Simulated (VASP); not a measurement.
# Be (P6_3/mmc) in VASP: single point with PBE

Aim: the single point of Be with PBE.

Everything below comes from runs of VASP 6.6.1. Logs are shortened: lines on timing, memory, paths and dates and some standing lists are left out, and cuts for length are marked.

## Step 1: The cell of the first run

The structure is hexagonal, space group P6_3/mmc (No. 194). Conventional cell: a = 2.300 Å, b = 2.300 Å, c = 3.601 Å, α = 90.00°, β = 90.00°, γ = 120.00°. Within 3.0 Å of Be (site symmetry -6m2) lie 12 Be at 2.24 to 2.30 Å.

## Step 2: Single point, PBE

The input, INCAR:

```
SYSTEM = Be
PREC = Accurate
ENCUT = 520
EDIFF = 1E-6
ISMEAR = 0
SIGMA = 0.15
LREAL = .FALSE.
LASPH = .TRUE.
NELM = 100
ALGO = Fast
ISIF = 2
LWAVE = .FALSE.
LCHARG = .FALSE.
GGA = PE
NBANDS = 9
```

The input, KPOINTS:

```
regular mesh
0
G
  24 24 14
  0 0 0
```

The input, POSCAR:

```
Be
1.0
    2.2995019849      0.0000000000      0.0000000000
   -1.1497509925      1.9914271350      0.0000000000
    0.0000000000      0.0000000000      3.6009000000
Be
2
Direct
    0.3333333333      0.6666666667      0.2500000000
    0.6666666667      0.3333333333      0.7500000000
```

Potentials or basis: VASP PAW PBE potentials, release 64 (Be).

Started as:

```sh
cat potpaw_PBE.64/Be/POTCAR > POTCAR
mpirun -np 1 vasp_std > vasp.out
```

OUTCAR:

```text
SYSTEM = Be
   PREC = Accurate
   ENCUT = 520
   EDIFF = 1E-6
   ISMEAR = 0
   LREAL = .FALSE.
   LASPH = .TRUE.
   NELM = 100
   ISIF = 2
   GGA = PE

 ion  position               nearest neighbor table
   1  0.333  0.667  0.250-   2 2.24   2 2.24   2 2.24   2 2.24   2 2.24   2 2.24
   2  0.667  0.333  0.750-   1 2.24   1 2.24   1 2.24   1 2.24   1 2.24   1 2.24

  LATTYP: Found a hexagonal cell.
 ALAT       =     2.2995019849
 C/A-ratio  =     1.5659477677

  Lattice vectors:

 A1 = (   2.2995019849,   0.0000000000,   0.0000000000)
 A2 = (  -1.1497509925,   1.9914271350,   0.0000000000)
 A3 = (   0.0000000000,   0.0000000000,   3.6009000000)

Analysis of symmetry for initial positions (statically):
=====================================================================
 Subroutine PRICEL returns:
 Original cell was already a primitive cell.

 Routine SETGRP: Setting up the symmetry group for a
 hexagonal supercell.

 Subroutine GETGRP returns: Found 24 space group operations
 (whereof 12 operations were pure point group operations)
 out of a pool of 24 trial point group operations.

The static configuration has the point symmetry D_3d.
 The point group associated with its full space group is D_6h.

Analysis of symmetry for dynamics (positions and initial velocities):
=====================================================================
 Subroutine PRICEL returns:
 Original cell was already a primitive cell.

 Routine SETGRP: Setting up the symmetry group for a
 hexagonal supercell.

 Subroutine GETGRP returns: Found 24 space group operations
 (whereof 12 operations were pure point group operations)
 out of a pool of 24 trial point group operations.

The dynamic configuration has the point symmetry D_3d.
 The point group associated with its full space group is D_6h.

 Subroutine INISYM returns: Found 24 space group operations
 (whereof 12 operations are pure point group operations),
 and found     1 'primitive' translations

----------------------------------------------------------------------------------------

                                     Primitive cell

  volume of cell :      16.4896

  direct lattice vectors                    reciprocal lattice vectors
     2.299501985  0.000000000  0.000000000     0.434876772  0.251076221  0.000000000
    -1.149750993  1.991427135  0.000000000     0.000000000  0.502152443  0.000000000
     0.000000000  0.000000000  3.600900000     0.000000000  0.000000000  0.277708351

  length of vectors
     2.299501985  2.299501985  3.600900000     0.502152443  0.502152443  0.277708351

  position of ions in fractional coordinates (direct lattice)
[... 82 lines left out ...]
   NSW    =      0    number of steps for IOM
   IBRION =     -1    ionic relax: 0-MD 1-quasi-New 2-CG
   NFREE  =      0    steps in history (QN), initial steepest desc. (CG)
   ISIF   =      2    stress and relaxation
   ISYM   =      2    0-nonsym 1-usesym 2-fastsym
   POTIM  = 0.5000    time-step for ionic-motion
   TEBEG  =    0.0;   TEEND  =   0.0 temperature during run
   PSTRESS=    0.0 pullay stress
   NELECT =       4.0000    total number of electrons
   NUPDOWN=      -1.0000    fix difference up-down
   EMIN   =  10.00;   EMAX   =-10.00  energy-range for DOS
   EFERMI =   0.00;   METHOD = LEGACY
   ISMEAR =     0;   SIGMA  =   0.15  broadening in eV -4-tet -1-fermi 0-gaus
   EFERMI_NEDOS =   21; number of points for ismear=-14 and -15
   IALGO  =     68    algorithm
   IMIX   =      4    mixing-type and parameters
     AMIX     =   0.40;   BMIX     =  1.00
     AMIX_MAG =   1.60;   BMIX_MAG =  1.00
  volume/ion in A,a.u.               =       8.24        55.64
  Fermi-wavevector in a.u.,A,eV,Ry     =   1.020998  1.929407 14.183227  1.042438
  Thomas-Fermi vector in A             =   2.154599
   LORBIT       =      0    0 simple, 1 ext, 2 COOP (PROOUT), +10 PAW based schemes
   GGA     = PE    functional components
   LHFCALC =     F    Hartree Fock is set to
   AEXX    =    0.0000 exact exchange contribution
   IVDW    =     0    specifies the selected vdW correction
   LEPSILON=     F    determine dielectric tensor
   LRPA    =     F    only Hartree local field effects (RPA)
 non-spin polarized calculation
 RMM-DIIS sequential band-by-band and
 Gauss-broadening in eV      SIGMA  =   0.15
  energy-cutoff  :      520.00
  volume of cell :       16.49
 maximum number of plane-waves:       470
 NGX is ok and might be reduce to    18
   NGX =  9   NGY =  9   NGZ = 13

 number of electron       4.0000000 magnetization

 Free energy of the ion-electron system (eV)
  ---------------------------------------------------
  ext. energy  EPLUGINS =         0.00000000
  ---------------------------------------------------
  free energy    TOTEN  =        -7.52349093 eV

  energy without entropy =       -7.52123906  energy(sigma->0) =       -7.52236500

 E-fermi :   6.6474     XC(G=0): -10.4684

 val. band max:        6.6393180633   @ k =   0.3333   0.2917   0.3571
 cond. band min:       6.6671770476   @ k =   0.2917   0.2500   0.0000
 fundamental gap:      0.0278589843
 Fermi energy:         6.6473891027

 k-point     1 :       0.0000    0.0000    0.0000
  band No.  band energies     occupation
      1      -4.4347      2.00000
      2       2.4432      2.00000
      3       7.7532      0.00000
      4      22.0541      0.00000
      5      22.0541      0.00000
      6      24.8475      0.00000
      7      24.8475      0.00000
      8      27.0210      0.00000
      9      33.0332      0.00000
[... 265 lines left out ...]
 k-point    24 :       0.4583    0.0417    0.0000
  band No.  band energies     occupation
      1       1.6972      2.00000
      2       3.7801      2.00000
      3      10.1050      0.00000
      4      13.1793      0.00000
      5      13.2875      0.00000
      6      14.7961      0.00000
      7      17.3374      0.00000
      8      23.0055      0.00000
      9      25.8131      0.00000

 [... further k-points ...]
[... 5 lines left out ...]
  --------------------------------------------------------------------------------------
  -------------------------------------------------------------------------------------
  Total       -0.5017421     -0.5017421     -0.4143115      0.0000000      0.0000000     -0.0000000
  in kB      -48.7508139    -48.7508140    -40.2557844      0.0000000      0.0000000     -0.0000000
  external PRESSURE =     -45.9191374 kB  Pullay stress =       0.0000000 kB

 VOLUME and BASIS-vectors are now :
 -----------------------------------------------------------------------------
  energy-cutoff  :      520.00
  volume of cell :       16.49
      direct lattice vectors                 reciprocal lattice vectors
     2.299501985  0.000000000  0.000000000     0.434876772  0.251076221  0.000000000
    -1.149750993  1.991427135  0.000000000     0.000000000  0.502152443  0.000000000
     0.000000000  0.000000000  3.600900000     0.000000000  0.000000000  0.277708351

 POSITION                                       TOTAL-FORCE (eV/Angst)
 -----------------------------------------------------------------------------------
     -0.00000      1.32762      0.90023         0.000000     -0.000000      0.000000
      1.14975      0.66381      2.70068        -0.000000      0.000000      0.000000
 -----------------------------------------------------------------------------------
    total drift:                                0.000000     -0.000000      0.000000

  FREE ENERGIE OF THE ION-ELECTRON SYSTEM (eV)
  ---------------------------------------------------
  free  energy   TOTEN  =        -7.5234909330 eV

  energy  without entropy=       -7.5212390607  energy(sigma->0) =       -7.52236500
```

stdout:

```text
POSCAR found type information on POSCAR Be
 POSCAR found :  1 types and       2 ions
 scaLAPACK will be used
 LDA part: xc-table for (Slater+PW92), standard interpolation
 POSCAR, INCAR and KPOINTS ok, starting setup
 FFT: planning ... GRIDC
 FFT: planning ... GRID_SOFT
 FFT: planning ... GRID
 WAVECAR not read
 entering main loop
```

It took 22 s on 1 thread of Intel Xeon 6975P-C (Granite Rapids), shared host; peak memory 0.17 GiB.

Results:

- Free energy: -7.5235 eV
- Pressure: -4.6 GPa
- Band gap on the k mesh: zero (band 2 reaches 7.65 eV, above the bottom of band 3 at 5.61 eV)

Levels at points of the mesh, in eV from the Fermi level:
| k point | band 1 | band 2 | band 3 | band 4 | band 5 | band 6 |
| --- | --- | --- | --- | --- | --- | --- |
| (0.00, 0.00, 0.00) | -11.08 | -4.20 | 1.11 | 15.41 | 15.41 | 18.20 |
| (0.50, 0.00, 0.00) | -4.83 | -3.08 | 3.58 | 6.41 | 6.58 | 9.07 |
| (0.00, 0.00, 0.50) | -8.94 | -8.94 | 10.57 | 10.57 | 17.02 | 17.02 |
| (0.50, 0.00, 0.50) | -3.47 | -3.47 | 1.47 | 1.47 | 11.63 | 11.63 |
